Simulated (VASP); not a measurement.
# ZnS (P6_3mc) in VASP: notebook

The runs below take ZnS through relaxation of shape and atoms at fixed volume, with r2SCAN.

Program: VASP 6.6.1. These are calculated values, not measurements. Logs are shortened: lines on timing, memory, paths and dates and some standing lists are left out, and cuts for length are marked.

## 1. The cell of the first run

It takes space group P6_3mc (No. 186, hexagonal). The conventional cell has a = 3.729 Å, b = 3.729 Å, c = 6.118 Å, α = 90.00°, β = 90.00°, γ = 120.00°. Within 3.0 Å of Zn (site symmetry 3m) lie 4 S at 2.29 Å. S (site symmetry 3m) has 4 Zn at 2.29 Å within 3.0 Å.

## 2. Relaxation of shape and atoms at fixed volume, r2SCAN (18.42 Å³/atom)

POSCAR

```
ZnS
1.0
    3.7290117534      0.0000000000      0.0000000000
   -1.8645058767      3.2294189094      0.0000000000
    0.0000000000      0.0000000000      6.1182355036
Zn S
2 2
Direct
    0.3333333333      0.6666666667      0.0053880705
    0.6666666667      0.3333333333      0.5053880705
    0.3333333333      0.6666666667      0.3796119295
    0.6666666667      0.3333333333      0.8796119295
```

INCAR.step1

```
SYSTEM = ZnS
PREC     = Accurate       ! precision mode
ENCUT    = 600            ! plane-wave cutoff, eV
ISMEAR   = 0              ! smearing method
SIGMA    = 0.02           ! smearing width, eV
LREAL    = .False.        ! projectors in reciprocal space
LASPH    = .True.         ! aspherical terms in the spheres
NELM     = 100            ! most SCF steps
GGA      = PE             ! functional
ALGO     = Normal         ! electronic algorithm
EDIFF    = 1E-4           ! SCF threshold, eV
LWAVE    = .True.         ! write WAVECAR
LCHARG   = .False.        ! write CHGCAR
```

INCAR.step2

```
SYSTEM = ZnS
PREC     = Accurate       ! precision mode
ENCUT    = 600            ! plane-wave cutoff, eV
EDIFF    = 1E-7           ! SCF threshold, eV
ISMEAR   = 0              ! smearing method
SIGMA    = 0.02           ! smearing width, eV
LREAL    = .False.        ! projectors in reciprocal space
LASPH    = .True.         ! aspherical terms in the spheres
NELM     = 100            ! most SCF steps
ALGO     = Normal         ! electronic algorithm
ISIF     = 4              ! what is computed and relaxed
LWAVE    = .False.        ! write WAVECAR
LCHARG   = .False.        ! write CHGCAR
METAGGA  = R2SCAN         ! meta-GGA
LMIXTAU  = .True.       
IBRION   = 2              ! ionic algorithm
NSW      = 50             ! ionic steps
EDIFFG   = -0.01          ! ionic threshold
ISTART   = 1
```

KPOINTS

```
regular mesh
0
Gamma
  6 6 4
  0 0 0
```

Potentials or basis: VASP PAW PBE potentials, release 64 (Zn, S).

Launch:

```sh
> cat potpaw_PBE.64/Zn/POTCAR potpaw_PBE.64/S/POTCAR > POTCAR
> cp INCAR.step1 INCAR
> mpirun -np 1 vasp_std > vasp.out
> cp INCAR.step2 INCAR
> mpirun -np 1 vasp_std > vasp.out
```

OUTCAR:

```text
SYSTEM = ZnS
   PREC = Accurate
   ENCUT = 600
   EDIFF = 1E-7
   ISMEAR = 0
   LREAL = .False.
   LASPH = .True.
   NELM = 100
   ISIF = 4
   METAGGA = R2SCAN
   IBRION = 2
   NSW = 50
   EDIFFG = -0.01
   ISTART = 1

 ion  position               nearest neighbor table
   1  0.333  0.667  0.005-   4 2.29   4 2.29   4 2.29   3 2.29
   2  0.667  0.333  0.505-   3 2.29   3 2.29   3 2.29   4 2.29
   3  0.333  0.667  0.380-   2 2.29   2 2.29   2 2.29   1 2.29
   4  0.667  0.333  0.880-   1 2.29   1 2.29   1 2.29   2 2.29

  LATTYP: Found a hexagonal cell.
 ALAT       =     3.7290117534
 C/A-ratio  =     1.6407123142

  Lattice vectors:

 A1 = (   3.7290117534,   0.0000000000,   0.0000000000)
 A2 = (  -1.8645058767,   3.2294189094,   0.0000000000)
 A3 = (   0.0000000000,   0.0000000000,   6.1182355036)

Analysis of symmetry for initial positions (statically):
=====================================================================
 Subroutine PRICEL returns:
 Original cell was already a primitive cell.

 Routine SETGRP: Setting up the symmetry group for a
 hexagonal supercell.

 Subroutine GETGRP returns: Found 12 space group operations
 (whereof  6 operations were pure point group operations)
 out of a pool of 24 trial point group operations.

The static configuration has the point symmetry C_3v.
 The point group associated with its full space group is C_6v.

Analysis of symmetry for dynamics (positions and initial velocities):
=====================================================================
 Subroutine PRICEL returns:
 Original cell was already a primitive cell.

 Routine SETGRP: Setting up the symmetry group for a
 hexagonal supercell.

 Subroutine GETGRP returns: Found 12 space group operations
 (whereof  6 operations were pure point group operations)
 out of a pool of 24 trial point group operations.

The dynamic configuration has the point symmetry C_3v.
 The point group associated with its full space group is C_6v.

 Subroutine INISYM returns: Found 12 space group operations
 (whereof  6 operations are pure point group operations),
 and found     1 'primitive' translations

----------------------------------------------------------------------------------------

                                     Primitive cell

  volume of cell :      73.6791

  direct lattice vectors                    reciprocal lattice vectors
     3.729011753  0.000000000  0.000000000     0.268167565  0.154826616  0.000000000
    -1.864505877  3.229418909  0.000000000     0.000000000  0.309653231  0.000000000
     0.000000000  0.000000000  6.118235504     0.000000000  0.000000000  0.163445817

  length of vectors
     3.729011753  3.729011753  6.118235504     0.309653231  0.309653231  0.163445817

  position of ions in fractional coordinates (direct lattice)
     0.333333333  0.666666667  0.005388070
     0.666666667  0.333333333  0.505388070
     0.333333333  0.666666667  0.379611930
     0.666666667  0.333333333  0.879611930

  ion indices of the primitive-cell ions
   primitive index   ion index
                 1           1
                 2           2
                 3           3
                 4           4

----------------------------------------------------------------------------------------

 KPOINTS: regular mesh

Automatic generation of k-mesh.
 Grid dimensions read from file:
 generate k-points for:    6    6    4

 Generating k-lattice:

  Cartesian coordinates                     Fractional coordinates (reciprocal lattice)
     0.044694594  0.025804436  0.000000000     0.166666667  0.000000000  0.000000000
     0.000000000  0.051608872  0.000000000     0.000000000  0.166666667  0.000000000
     0.000000000  0.000000000  0.040861454     0.000000000  0.000000000  0.250000000

  Length of vectors
     0.051608872  0.051608872  0.040861454

  Shift w.r.t. Gamma in fractional coordinates (k-lattice)
     0.000000000  0.000000000  0.000000000

 Subroutine IBZKPT returns following result:
 ===========================================

 Found     21 irreducible k-points:

 Following reciprocal coordinates:
            Coordinates               Weight
  0.000000  0.000000  0.000000      1.000000
  0.166667  0.000000  0.000000      6.000000
  0.333333  0.000000  0.000000      6.000000
  0.500000  0.000000  0.000000      3.000000
  0.166667  0.166667  0.000000      6.000000
  0.333333  0.166667  0.000000     12.000000
[... 13 lines left out ...]
  0.333333  0.166667  0.500000     12.000000
  0.333333  0.333333  0.500000      2.000000
   k-points           NKPTS =     21   k-points in BZ     NKDIM =     21   number of bands    NBANDS=     22
   number of dos      NEDOS =    301   number of ions     NIONS =      4
   total plane-waves  NPLWV =  45000
   dimension x,y,z NGX =    30 NGY =   30 NGZ =   50
   dimension x,y,z NGXF=    60 NGYF=   60 NGZF=  100
   ions per type =               2   2
   NGX,Y,Z   is equivalent  to a cutoff of  13.37, 13.37, 13.59 a.u.
   NGXF,Y,Z  is equivalent  to a cutoff of  26.75, 26.75, 27.17 a.u.
 SYSTEM =  ZnS
   PREC   = accura    normal or accurate (medium, high low for compatibility)
   ISTART =      1    job   : 0-new  1-cont  2-samecut
   ICHARG =      0    charge: 1-file 2-atom 10-const
   ISPIN  =      1    spin polarized calculation?
   LNONCOLLINEAR =      F non collinear calculations
   LSORBIT =      F    spin-orbit coupling
   LASPH  =      T    aspherical Exc in radial PAW
   ENCUT  =  600.0 eV  44.10 Ry    6.64 a.u.   7.45  7.45 12.22*2*pi/ulx,y,z
   NELM   =    100;   NELMIN=  2; NELMDL=  0     # of ELM steps
   EDIFF  = 0.1E-06   stopping-criterion for ELM
   LREAL  =      F    real-space projection
   EDIFFG = -.1E-01   stopping-criterion for IOM
   NSW    =     50    number of steps for IOM
   IBRION =      2    ionic relax: 0-MD 1-quasi-New 2-CG
   NFREE  =      1    steps in history (QN), initial steepest desc. (CG)
   ISIF   =      4    stress and relaxation
   ISYM   =      2    0-nonsym 1-usesym 2-fastsym
   POTIM  = 0.5000    time-step for ionic-motion
   TEBEG  =    0.0;   TEEND  =   0.0 temperature during run
   PSTRESS=    0.0 pullay stress
   NELECT =      36.0000    total number of electrons
   NUPDOWN=      -1.0000    fix difference up-down
   EMIN   =  10.00;   EMAX   =-10.00  energy-range for DOS
   EFERMI =   0.00;   METHOD = LEGACY
   ISMEAR =     0;   SIGMA  =   0.02  broadening in eV -4-tet -1-fermi 0-gaus
   EFERMI_NEDOS =   21; number of points for ismear=-14 and -15
   IALGO  =     38    algorithm
   IMIX   =      4    mixing-type and parameters
     AMIX     =   0.40;   BMIX     =  1.00
     AMIX_MAG =   1.60;   BMIX_MAG =  1.00
  volume/ion in A,a.u.               =      18.42       124.30
  Fermi-wavevector in a.u.,A,eV,Ry     =   1.289419  2.436649 22.621081  1.662603
  Thomas-Fermi vector in A             =   2.421313
   LORBIT       =      0    0 simple, 1 ext, 2 COOP (PROOUT), +10 PAW based schemes
   METAGGA = R2SCAN    functional components
   LHFCALC =     F    Hartree Fock is set to
   AEXX    =    0.0000 exact exchange contribution
   IVDW    =     0    specifies the selected vdW correction
   LEPSILON=     F    determine dielectric tensor
   LRPA    =     F    only Hartree local field effects (RPA)
 conjugate gradient relaxation of ions
 non-spin polarized calculation
 Gauss-broadening in eV      SIGMA  =   0.02
  energy-cutoff  :      600.00
  volume of cell :       73.68
 maximum number of plane-waves:      2515
 NGX is ok and might be reduce to    30
   NGX = 15   NGY = 15   NGZ = 25

--------------------------------------- Ionic step        1  -------------------------------------------

 number of electron      35.9999987 magnetization

 Free energy of the ion-electron system (eV)
  ---------------------------------------------------
  ext. energy  EPLUGINS =         0.00000000
  ---------------------------------------------------
  free energy    TOTEN  =       -37.64644100 eV

  energy without entropy =      -37.64644100  energy(sigma->0) =      -37.64644100

------------------------ aborting loop because EDIFF is reached ----------------------------------------

  FORCE on cell =-STRESS in cart. coord.  units (eV):
  Direction    XX          YY          ZZ          XY          YZ          ZX
  --------------------------------------------------------------------------------------
  -------------------------------------------------------------------------------------
  Total        2.5256821      2.5256821      2.5797820      0.0000000      0.0000000      0.0000000
  in kB       54.9218233     54.9218233     56.0982435      0.0000000      0.0000000      0.0000000
  external PRESSURE =      55.3139634 kB  Pullay stress =       0.0000000 kB

 VOLUME and BASIS-vectors are now :
 -----------------------------------------------------------------------------
  energy-cutoff  :      600.00
  volume of cell :       73.68
      direct lattice vectors                 reciprocal lattice vectors
     3.729011753  0.000000000  0.000000000     0.268167565  0.154826616  0.000000000
    -1.864505877  3.229418909  0.000000000     0.000000000  0.309653231  0.000000000
     0.000000000  0.000000000  6.118235504     0.000000000  0.000000000  0.163445817
[... 115 lines left out ...]
 POSITION                                       TOTAL-FORCE (eV/Angst)
 -----------------------------------------------------------------------------------
     -0.00000      2.15159      0.03632        -0.000000      0.000000     -0.006962
      1.86333      1.07579      3.09931         0.000000      0.000000     -0.006962
     -0.00000      2.15159      2.32218         0.000000      0.000000      0.006962
      1.86333      1.07579      5.38516         0.000000      0.000000      0.006962
 -----------------------------------------------------------------------------------
    total drift:                               -0.000000     -0.000001      0.043814

  FREE ENERGIE OF THE ION-ELECTRON SYSTEM (eV)
  ---------------------------------------------------
  free  energy   TOTEN  =       -37.6466327123 eV

  energy  without entropy=      -37.6466327123  energy(sigma->0) =      -37.64663271

--------------------------------------- Ionic step        5  -------------------------------------------

 number of electron      35.9999982 magnetization

 Free energy of the ion-electron system (eV)
  ---------------------------------------------------
  ext. energy  EPLUGINS =         0.00000000
  ---------------------------------------------------
  free energy    TOTEN  =       -37.64664149 eV

  energy without entropy =      -37.64664149  energy(sigma->0) =      -37.64664149

 E-fermi :   2.6813     XC(G=0): -10.6294

 val. band max:        2.5322135377   @ k =   0.0000   0.0000   0.0000
 cond. band min:       5.6077244746   @ k =   0.0000   0.0000   0.0000
 fundamental gap:      3.0755109369
 Fermi energy:         2.6813281318

 k-point     1 :       0.0000    0.0000    0.0000
  band No.  band energies     occupation
      1     -11.6989      2.00000
      2     -10.6233      2.00000
      3      -4.2927      2.00000
      4      -4.2666      2.00000
      5      -4.2665      2.00000
      6      -4.1630      2.00000
[... 14 lines left out ...]
     21       9.2836      0.00000
     22       9.2837      0.00000
[... 520 lines left out ...]
 POSITION                                       TOTAL-FORCE (eV/Angst)
 -----------------------------------------------------------------------------------
     -0.00000      2.15045      0.03653         0.000000     -0.000000      0.005299
      1.86235      1.07523      3.10275        -0.000000     -0.000000      0.005299
     -0.00000      2.15045      2.32446        -0.000000      0.000000     -0.005299
      1.86235      1.07523      5.39068        -0.000000      0.000000     -0.005299
 -----------------------------------------------------------------------------------
    total drift:                               -0.000000     -0.000001      0.042548

  FREE ENERGIE OF THE ION-ELECTRON SYSTEM (eV)
  ---------------------------------------------------
  free  energy   TOTEN  =       -37.6466414923 eV

  energy  without entropy=      -37.6466414923  energy(sigma->0) =      -37.64664149

 reached required accuracy - stopping structural energy minimisation
```

Wall time 10 min (1 thread of AMD EPYC 7R13 (Zen 3), shared host); peak memory 0.2 GiB.

What came out:

```
Free energy                  : -37.6466 eV
Energy gained by relaxing    : 0.1 meV/atom
Ionic steps                  : 5
Pressure after relaxing      : 5.5 GPa
Largest force after relaxing : 0.005 eV/Å
Band gap on the k mesh       : 3.08 eV
```

Forces in eV/Å, atoms in the order of the input:
```
Zn   0.000  0.000  0.005
Zn   0.000  0.000  0.005
S    0.000  0.000 -0.005
S    0.000  0.000 -0.005
```

Step by step:
```tsv
step	energy change (eV)	largest force (eV/Å)	pressure (GPa)	volume (Å³)
1	0.0000	0.0236	5.53	73.68
2	-0.0001	0.0132	5.52	73.68
3	-0.0002	0.0045	5.52	73.68
4	-0.0002	0.0070	5.51	73.68
5	-0.0002	0.0053	5.51	73.68
```

Final structure:
```
CELL_PARAMETERS angstrom
3.72469 0.00000 0.00000
-1.86235 3.22568 0.00000
0.00000 0.00000 6.13244
ATOMIC_POSITIONS crystal
Zn 0.33333 0.66667 0.00596
Zn 0.66667 0.33333 0.50596
S 0.33333 0.66667 0.37904
S 0.66667 0.33333 0.87904
```

Caveat: the PAW data sets were made with another functional, which shifts forces and pressure a little.

## 3. Relaxation of shape and atoms at fixed volume, r2SCAN (19.01 Å³/atom)

This run uses another cell than the first one, of 19.01 Å³/atom.

POSCAR

```
ZnS
1.0
    3.7682673934      0.0000000000      0.0000000000
   -1.8841336967      3.2634152910      0.0000000000
    0.0000000000      0.0000000000      6.1826427157
Zn S
2 2
Direct
    0.3333333333      0.6666666667      0.0053880705
    0.6666666667      0.3333333333      0.5053880705
    0.3333333333      0.6666666667      0.3796119295
    0.6666666667      0.3333333333      0.8796119295
```

INCAR.step1

```
ALGO     = Normal         # electronic algorithm
EDIFF    = 1E-4           # SCF threshold, eV
ENCUT    = 600            # plane-wave cutoff, eV
GGA      = PE             # functional
ISMEAR   = 0              # smearing method
LASPH    = T              # aspherical terms in the spheres
LCHARG   = F              # write CHGCAR
LREAL    = F              # projectors in reciprocal space
LWAVE    = T              # write WAVECAR
NELM     = 100            # most SCF steps
PREC     = Accurate       # precision mode
SIGMA    = 0.02           # smearing width, eV
```

INCAR.step2

```
ALGO     = Normal         # electronic algorithm
EDIFF    = 1E-6           # SCF threshold, eV
EDIFFG   = -0.01          # ionic threshold
ENCUT    = 600            # plane-wave cutoff, eV
IBRION   = 2              # ionic algorithm
ISIF     = 4              # what is computed and relaxed
ISMEAR   = 0              # smearing method
ISTART   = 1            
LASPH    = T              # aspherical terms in the spheres
LCHARG   = F              # write CHGCAR
LMIXTAU  = T            
LREAL    = F              # projectors in reciprocal space
LWAVE    = F              # write WAVECAR
METAGGA  = R2SCAN         # meta-GGA
NELM     = 100            # most SCF steps
NSW      = 50             # ionic steps
PREC     = Accurate       # precision mode
SIGMA    = 0.02           # smearing width, eV
```

KPOINTS

```
k-points
0
Gamma
  6 6 4
```

Potentials or basis: VASP PAW PBE potentials, release 64 (Zn, S).

Launch:

```sh
> cat potpaw_PBE.64/Zn/POTCAR potpaw_PBE.64/S/POTCAR > POTCAR
> cp INCAR.step1 INCAR
> mpirun -np 1 vasp_std > vasp.out
> cp INCAR.step2 INCAR
> mpirun -np 1 vasp_std > vasp.out
```

It took 2.4 min on 1 thread of AMD EPYC 7R13 (Zen 3), shared host; peak memory 0.19 GiB.

Results (log left out):

```
Free energy                  : -37.7051 eV
Pressure after relaxing      : 2.6 GPa
Largest force after relaxing : 0.009 eV/Å
Band gap on the k mesh       : 2.93 eV
```

Forces in eV/Å, atoms in the order of the input:
```
Zn   0.000  0.000  0.009
Zn   0.000  0.000  0.009
S    0.000  0.000 -0.009
S    0.000  0.000 -0.009
```

Final structure:
```
CELL_PARAMETERS angstrom
3.76827 0.00000 0.00000
-1.88413 3.26342 0.00000
0.00000 0.00000 6.18264
ATOMIC_POSITIONS crystal
Zn 0.33333 0.66667 0.00539
Zn 0.66667 0.33333 0.50539
S 0.33333 0.66667 0.37961
S 0.66667 0.33333 0.87961
```

Levels at points of the mesh, in eV from the valence-band top:
| k point | band 16 | band 17 | band 18 | band 19 | band 20 | band 21 |
| --- | --- | --- | --- | --- | --- | --- |
| (0.00, 0.00, 0.00) | -0.09 | 0.00 | 0.00 | 2.93 | 3.67 | 6.77 |
| (0.50, 0.00, 0.00) | -2.43 | -1.82 | -0.96 | 4.01 | 4.86 | 5.42 |
| (0.00, 0.00, 0.50) | -0.51 | -0.51 | -0.51 | 4.20 | 4.20 | 7.24 |
| (0.50, 0.00, 0.50) | -1.76 | -1.75 | -1.75 | 3.96 | 3.96 | 5.63 |

Caveat: the relaxation stopped at its first step, so nothing moved; the PAW data sets were made with another functional, which shifts forces and pressure a little.
